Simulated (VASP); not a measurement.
# Ti (I4/mmm) in VASP: a series of runs

Ti is run at these levels: r2SCAN; tasks: single point.

Everything below comes from runs of VASP 6.6.1. Logs are shortened: lines on timing, memory, paths and dates and some standing lists are left out, and cuts for length are marked.

### Step 1. The cell of the first run

Symmetry: I4/mmm, No. 139, tetragonal system. The conventional cell has a = 3.314 Å, b = 3.314 Å, c = 3.047 Å, α = 90.00°, β = 90.00°, γ = 90.00°. Ti (site symmetry 4/mmm) has 14 Ti at 2.80 to 3.31 Å within 3.7 Å.

### Step 2. Single point, r2SCAN

Input file POSCAR:

```
Ti
1.0
    0.0000000000      2.3434638167      1.5232514809
    2.3434638167      0.0000000000      1.5232514809
    2.3434638167      2.3434638167      0.0000000000
Ti
1
Direct
    0.0000000000      0.0000000000      0.0000000000
```

Input file INCAR.step1:

```
ALGO = Normal
EDIFF = 1E-4
ENCUT = 520
GGA = PE
ISMEAR = 0
LASPH = True
LCHARG = False
LREAL = False
LWAVE = True
NBANDS = 12
NELM = 80
PREC = Accurate
SIGMA = 0.15
```

Input file INCAR.step2:

```
ALGO = Normal
EDIFF = 1E-7
ENCUT = 520
ISIF = 2
ISMEAR = 0
ISTART = 1
LASPH = True
LCHARG = False
LMIXTAU = True
LREAL = False
LWAVE = False
METAGGA = R2SCAN
NBANDS = 12
NELM = 80
PREC = Accurate
SIGMA = 0.15
```

Input file KPOINTS:

```
k-points
0
Gamma
  22 22 22
```

Potentials or basis: VASP PAW PBE potentials, release 64 (Ti_sv).

Run with:

```sh
cat potpaw_PBE.64/Ti_sv/POTCAR > POTCAR
cp INCAR.step1 INCAR
mpirun -np 1 vasp_std > vasp.out
cp INCAR.step2 INCAR
mpirun -np 1 vasp_std > vasp.out
```

OUTCAR:

```text
EDIFF = 1E-7
   ENCUT = 520
   ISIF = 2
   ISMEAR = 0
   ISTART = 1
   LASPH = True
   LREAL = False
   METAGGA = R2SCAN
   NELM = 80
   PREC = Accurate

 ion  position               nearest neighbor table
   1  0.000  0.000  0.000-

  LATTYP: Found a body centered tetragonal cell.
 ALAT       =     3.3141583125
 C/A-ratio  =     0.9192388156

  Lattice vectors:

 A1 = (   0.0000000000,  -2.3434638167,  -1.5232514809)
 A2 = (   0.0000000000,   2.3434638167,  -1.5232514809)
 A3 = (   2.3434638167,   0.0000000000,   1.5232514809)

Analysis of symmetry for initial positions (statically):
=====================================================================
 Subroutine PRICEL returns:
 Original cell was already a primitive cell.

 Routine SETGRP: Setting up the symmetry group for a
 body centered tetragonal supercell.

 Subroutine GETGRP returns: Found 16 space group operations
 (whereof 16 operations were pure point group operations)
 out of a pool of 16 trial point group operations.

The static configuration has the point symmetry D_4h.

Analysis of symmetry for dynamics (positions and initial velocities):
=====================================================================
 Subroutine PRICEL returns:
 Original cell was already a primitive cell.

 Routine SETGRP: Setting up the symmetry group for a
 body centered tetragonal supercell.

 Subroutine GETGRP returns: Found 16 space group operations
 (whereof 16 operations were pure point group operations)
 out of a pool of 16 trial point group operations.

The dynamic configuration has the point symmetry D_4h.

 Subroutine INISYM returns: Found 16 space group operations
 (whereof 16 operations are pure point group operations),
 and found     1 'primitive' translations

----------------------------------------------------------------------------------------

                                     Primitive cell

  volume of cell :      16.7309

  direct lattice vectors                    reciprocal lattice vectors
     0.000000000  2.343463817  1.523251481    -0.213359386  0.213359386  0.328245209
     2.343463817  0.000000000  1.523251481     0.213359386 -0.213359386  0.328245209
     2.343463817  2.343463817  0.000000000     0.213359386  0.213359386 -0.328245209

  length of vectors
     2.795016589  2.795016589  3.314158313     0.445858017  0.445858017  0.445858017

  position of ions in fractional coordinates (direct lattice)
     0.000000000  0.000000000  0.000000000

  ion indices of the primitive-cell ions
   primitive index   ion index
                 1           1

----------------------------------------------------------------------------------------

 KPOINTS: k-points

Automatic generation of k-mesh.
 Grid dimensions read from file:
 generate k-points for:   22   22   22

 Generating k-lattice:

  Cartesian coordinates                     Fractional coordinates (reciprocal lattice)
    -0.009698154  0.009698154  0.014920237     0.045454545  0.000000000  0.000000000
     0.009698154 -0.009698154  0.014920237     0.000000000  0.045454545  0.000000000
     0.009698154  0.009698154 -0.014920237     0.000000000  0.000000000  0.045454545

  Length of vectors
     0.020266274  0.020266274  0.020266274

  Shift w.r.t. Gamma in fractional coordinates (k-lattice)
     0.000000000  0.000000000  0.000000000

 Subroutine IBZKPT returns following result:
 ===========================================

 Found    834 irreducible k-points:

 Following reciprocal coordinates:
            Coordinates               Weight
  0.000000  0.000000  0.000000      1.000000
  0.045455  0.000000  0.000000      8.000000
  0.090909  0.000000  0.000000      8.000000
  0.136364  0.000000  0.000000      8.000000
  0.181818  0.000000  0.000000      8.000000
  0.227273  0.000000  0.000000      8.000000
[... 16 lines left out ...]
  0.500000  0.045455  0.000000      8.000000
 -0.454545  0.045455  0.000000      8.000000
 [... further k-points ...]
   k-points           NKPTS =    834   k-points in BZ     NKDIM =    834   number of bands    NBANDS=     12
   number of dos      NEDOS =    301   number of ions     NIONS =      1
   total plane-waves  NPLWV =  16128
   dimension x,y,z NGX =    24 NGY =   24 NGZ =   28
   dimension x,y,z NGXF=    48 NGYF=   48 NGZF=   56
   ions per type =               1
   NGX,Y,Z   is equivalent  to a cutoff of  14.28, 14.28, 14.05 a.u.
   NGXF,Y,Z  is equivalent  to a cutoff of  28.55, 28.55, 28.09 a.u.
 SYSTEM =  unknown system
   PREC   = accura    normal or accurate (medium, high low for compatibility)
   ISTART =      1    job   : 0-new  1-cont  2-samecut
   ICHARG =      0    charge: 1-file 2-atom 10-const
   ISPIN  =      1    spin polarized calculation?
   LNONCOLLINEAR =      F non collinear calculations
   LSORBIT =      F    spin-orbit coupling
   LASPH  =      T    aspherical Exc in radial PAW
   ENCUT  =  520.0 eV  38.22 Ry    6.18 a.u.   5.20  5.20  6.16*2*pi/ulx,y,z
   NELM   =     80;   NELMIN=  2; NELMDL=  0     # of ELM steps
   EDIFF  = 0.1E-06   stopping-criterion for ELM
   LREAL  =      F    real-space projection
   EDIFFG = 0.1E-05   stopping-criterion for IOM
   NSW    =      0    number of steps for IOM
   IBRION =     -1    ionic relax: 0-MD 1-quasi-New 2-CG
   NFREE  =      0    steps in history (QN), initial steepest desc. (CG)
   ISIF   =      2    stress and relaxation
   ISYM   =      2    0-nonsym 1-usesym 2-fastsym
   POTIM  = 0.5000    time-step for ionic-motion
   TEBEG  =    0.0;   TEEND  =   0.0 temperature during run
   PSTRESS=    0.0 pullay stress
   NELECT =      12.0000    total number of electrons
   NUPDOWN=      -1.0000    fix difference up-down
   EMIN   =  10.00;   EMAX   =-10.00  energy-range for DOS
   EFERMI =   0.00;   METHOD = LEGACY
   ISMEAR =     0;   SIGMA  =   0.15  broadening in eV -4-tet -1-fermi 0-gaus
   EFERMI_NEDOS =   21; number of points for ismear=-14 and -15
   IALGO  =     38    algorithm
   IMIX   =      4    mixing-type and parameters
     AMIX     =   0.40;   BMIX     =  1.00
     AMIX_MAG =   1.60;   BMIX_MAG =  1.00
  volume/ion in A,a.u.               =      16.73       112.91
  Fermi-wavevector in a.u.,A,eV,Ry     =   1.465421  2.769245 29.217967  2.147460
  Thomas-Fermi vector in A             =   2.581280
   LORBIT       =      0    0 simple, 1 ext, 2 COOP (PROOUT), +10 PAW based schemes
   METAGGA = R2SCAN    functional components
   LHFCALC =     F    Hartree Fock is set to
   AEXX    =    0.0000 exact exchange contribution
   IVDW    =     0    specifies the selected vdW correction
   LEPSILON=     F    determine dielectric tensor
   LRPA    =     F    only Hartree local field effects (RPA)
 non-spin polarized calculation
 Gauss-broadening in eV      SIGMA  =   0.15
  energy-cutoff  :      520.00
  volume of cell :       16.73
 maximum number of plane-waves:       466
 NGX is ok and might be reduce to    24

 number of electron      12.0000002 magnetization

 Free energy of the ion-electron system (eV)
  ---------------------------------------------------
  ext. energy  EPLUGINS =         0.00000000
  ---------------------------------------------------
  free energy    TOTEN  =       -12.82880266 eV

  energy without entropy =      -12.80623690  energy(sigma->0) =      -12.81751978

 E-fermi :   8.5374     XC(G=0): -12.5931

 val. band max:        8.5368866050   @ k =  -0.2727  -0.0000   0.2273
 cond. band min:       8.5383065438   @ k =  -0.1818   0.0455   0.1364
 fundamental gap:      0.0014199388
 Fermi energy:         8.5374349637

 k-point     1 :       0.0000    0.0000    0.0000
  band No.  band energies     occupation
      1     -50.3151      2.00000
      2     -25.0725      2.00000
      3     -25.0725      2.00000
      4     -25.0699      2.00000
      5       2.1061      2.00000
      6       9.2393      0.00000
      7       9.9792      0.00000
      8       9.9792      0.00000
      9      11.0758      0.00000
     10      11.9325      0.00000
     11      26.3484      0.00000
     12      26.3484      0.00000

 k-point     2 :       0.0455    0.0000    0.0000
  band No.  band energies     occupation
      1     -50.3118      2.00000
      2     -25.0879      2.00000
      3     -25.0777      2.00000
      4     -25.0720      2.00000
      5       2.1850      2.00000
      6       9.2520      0.00000
      7       9.9616      0.00000
      8       9.9803      0.00000
      9      11.0785      0.00000
     10      11.8954      0.00000
     11      26.3392      0.00000
     12      26.4292      0.00000

 k-point     3 :       0.0909    0.0000    0.0000
  band No.  band energies     occupation
      1     -50.3022      2.00000
      2     -25.1365      2.00000
      3     -25.0928      2.00000
      4     -25.0743      2.00000
      5       2.4179      2.00000
      6       9.2535      0.00000
      7       9.8957      0.00000
      8      10.0239      0.00000
      9      11.0946      0.00000
     10      11.8030      0.00000
     11      26.2628      0.00000
     12      26.6603      0.00000

 k-point     4 :       0.1364    0.0000    0.0000
  band No.  band energies     occupation
      1     -50.2868      2.00000
      2     -25.2125      2.00000
      3     -25.1165      2.00000
      4     -25.0777      2.00000
      5       2.7929      2.00000
      6       9.1720      0.00000
      7       9.7542      0.00000
      8      10.1907      0.00000
      9      11.1439      0.00000
     10      11.6991      0.00000
     11      25.9693      0.00000
     12      26.8789      0.00000

 k-point     5 :       0.1818    0.0000    0.0000
  band No.  band energies     occupation
      1     -50.2671      2.00000
      2     -25.3091      2.00000
      3     -25.1469      2.00000
      4     -25.0821      2.00000
      5       3.2889      2.00000
      6       9.0004      0.00001
      7       9.5320      0.00000
      8      10.4982      0.00000
      9      11.2426      0.00000
     10      11.6222      0.00000
     11      25.2612      0.00000
     12      26.2018      0.00000
[... 228 lines left out ...]
      1     -50.1590      2.00000
      2     -25.7996      2.00000
      3     -25.3089      2.00000
      4     -25.1184      2.00000
      5       5.8034      2.00000
      6       8.0583      1.99999
      7       9.2498      0.00000
      8      11.4962      0.00000
      9      12.3634      0.00000
     10      12.7761      0.00000
     11      19.3101      0.00000
     12      22.8982      0.00000

 k-point    22 :       0.4545    0.0455    0.0000
  band No.  band energies     occupation
      1     -50.1497      2.00000
      2     -25.8405      2.00000
      3     -25.3241      2.00000
      4     -25.1191      2.00000
      5       5.8926      2.00000
      6       7.9768      2.00000
      7       9.5203      0.00000
      8      11.5523      0.00000
      9      12.4458      0.00000
     10      13.0743      0.00000
     11      18.5896      0.00000
     12      22.5903      0.00000

 k-point    23 :       0.5000    0.0455    0.0000
  band No.  band energies     occupation
      1     -50.1470      2.00000
      2     -25.8523      2.00000
      3     -25.3297      2.00000
      4     -25.1182      2.00000
      5       5.9085      2.00000
      6       7.9534      2.00000
      7       9.6334      0.00000
      8      11.5654      0.00000
      9      12.4508      0.00000
     10      13.1887      0.00000
     11      18.3606      0.00000
     12      22.4905      0.00000

 k-point    24 :      -0.4545    0.0455    0.0000
  band No.  band energies     occupation
      1     -50.1510      2.00000
      2     -25.8340      2.00000
      3     -25.3253      2.00000
      4     -25.1159      2.00000
      5       5.8763      2.00000
      6       7.9885      2.00000
      7       9.4994      0.00000
      8      11.5740      0.00000
      9      12.3422      0.00000
     10      13.0976      0.00000
     11      18.6871      0.00000
     12      22.6014      0.00000

 [... further k-points ...]

------------------------ aborting loop because EDIFF is reached ----------------------------------------

  FORCE on cell =-STRESS in cart. coord.  units (eV):
  Direction    XX          YY          ZZ          XY          YZ          ZX
  --------------------------------------------------------------------------------------
  -------------------------------------------------------------------------------------
  Total        0.4803476      0.4803476      0.2404820      0.0000000      0.0000000      0.0000000
  in kB       45.9989708     45.9989708     23.0290021      0.0000000      0.0000000      0.0000000
  external PRESSURE =      38.3423146 kB  Pullay stress =       0.0000000 kB

 VOLUME and BASIS-vectors are now :
 -----------------------------------------------------------------------------
  energy-cutoff  :      520.00
  volume of cell :       16.73
      direct lattice vectors                 reciprocal lattice vectors
     0.000000000  2.343463817  1.523251481    -0.213359386  0.213359386  0.328245209
     2.343463817  0.000000000  1.523251481     0.213359386 -0.213359386  0.328245209
     2.343463817  2.343463817  0.000000000     0.213359386  0.213359386 -0.328245209

 POSITION                                       TOTAL-FORCE (eV/Angst)
 -----------------------------------------------------------------------------------
      0.00000      0.00000      0.00000         0.000000     -0.000000      0.000000
 -----------------------------------------------------------------------------------
    total drift:                               -0.000000     -0.000000      0.000000

  FREE ENERGIE OF THE ION-ELECTRON SYSTEM (eV)
  ---------------------------------------------------
  free  energy   TOTEN  =       -12.8288026586 eV

  energy  without entropy=      -12.8062368956  energy(sigma->0) =      -12.81751978
```

Wall time 8.4 min (1 thread of Intel Xeon 6975P-C, shared host); peak memory 0.29 GiB.

Results:

```yaml
Free_energy: -12.8288 eV
Pressure: 3.8 GPa
Band_gap_on_the_k_mesh: zero (band 6 reaches 9.63 eV, above the bottom of band 7 at 7.88 eV)
```

Caveat: the PAW data sets were made with another functional, which shifts forces and pressure a little.

### Step 3. Single point, r2SCAN

This run uses another cell than the first one, of the same volume but with other edges.

Input file POSCAR:

```
Ti
1.0
    0.0000000000      1.7733683434      2.6600525151
    1.7733683434      0.0000000000      2.6600525151
    1.7733683434      1.7733683434      0.0000000000
Ti
1
Direct
    0.0000000000      0.0000000000      0.0000000000
```

Input file INCAR.step1:

```
PREC = Accurate
ENCUT = 520
ISMEAR = 0
SIGMA = 0.15
LREAL = F
LASPH = T
NELM = 60
NBANDS = 12
GGA = PE
ALGO = Normal
EDIFF = 1E-4
LWAVE = T
LCHARG = F
```

Input file INCAR.step2:

```
PREC = Accurate
ENCUT = 520
EDIFF = 1E-7
ISMEAR = 0
SIGMA = 0.15
LREAL = F
LASPH = T
NELM = 60
ALGO = Normal
ISIF = 2
LWAVE = F
LCHARG = F
METAGGA = R2SCAN
LMIXTAU = T
NBANDS = 12
ISTART = 1
```

Input file KPOINTS:

```
regular mesh
0
Gamma
  22 22 22
```

Potentials or basis: VASP PAW PBE potentials, release 64 (Ti_sv).

Run with:

```sh
cat potpaw_PBE.64/Ti_sv/POTCAR > POTCAR
cp INCAR.step1 INCAR
mpirun -np 1 vasp_std > vasp.out
cp INCAR.step2 INCAR
mpirun -np 1 vasp_std > vasp.out
```

It took 6 min on 1 thread of Intel Xeon 6975P-C, shared host; peak memory 0.28 GiB.

Results (log left out):

```
Free energy            : -12.6185 eV
Pressure               : 1.9 GPa
Band gap on the k mesh : zero (band 6 reaches 9.50 eV, above the bottom of band 7 at 7.40 eV)
```

Stress tensor (GPa, compression positive):
```
 10.34   0.00   0.00
  0.00  10.34   0.00
  0.00   0.00 -14.86
```

Levels at points of the mesh, in eV from the Fermi level:
| k point | band 2 | band 3 | band 4 | band 5 | band 6 | band 7 | band 8 | band 9 | band 10 | band 11 |
| --- | --- | --- | --- | --- | --- | --- | --- | --- | --- | --- |
| (0.00, 0.00, 0.00) | -33.67 | -33.29 | -33.29 | -6.20 | -0.85 | 0.17 | 3.10 | 3.10 | 4.83 | 14.61 |
| (0.50, 0.00, 0.00) | -34.64 | -33.68 | -33.20 | -2.41 | -0.23 | 1.35 | 2.63 | 4.05 | 4.20 | 9.93 |
| (0.50, 0.50, 0.00) | -34.08 | -33.34 | -33.34 | -2.82 | -1.47 | -0.79 | 4.38 | 4.38 | 4.95 | 7.23 |
| (0.50, 0.00, 0.50) | -34.46 | -34.36 | -33.54 | -2.96 | -1.01 | 2.49 | 3.61 | 6.14 | 6.60 | 10.74 |

Caveat: the PAW data sets were made with another functional, which shifts forces and pressure a little.
